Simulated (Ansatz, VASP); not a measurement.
One calculation of Si, two programs

```
Si
1.0
     0.00000    2.69724    2.69724
     2.69724    0.00000    2.69724
     2.69724    2.69724    0.00000
Si
2
Cartesian
  2.6972 2.6972 2.6972
  4.0459 4.0459 4.0459
```

Change from the starting cell: volume scaled by 0.98, PAW files.

Alike in both runs: task electric field gradients; functional LDA; k mesh 12 × 12 × 12; occupations fermi-dirac, width 0.08 eV; no spin polarisation.

|  | VASP | Ansatz |
| --- | --- | --- |
| version | VASP 6.6.1 | Ansatz 0.2.0 |
| potentials or method | VASP PAW LDA potentials, release 64 (Si) | PAW with Ansatz's default frozen-core files, scalar-relativistic |
| plane-wave cutoff (eV) | 520 | 420 |
| valence electrons in the cell | 8 | 8 |

|  | VASP | Ansatz | Ansatz less VASP |
| --- | --- | --- | --- |
| pressure (GPa) | 0.4 | 0.4 | -0.05 |

LDA's correlation is that of Perdew and Zunger in VASP and of Perdew and Wang (1992) in Ansatz.
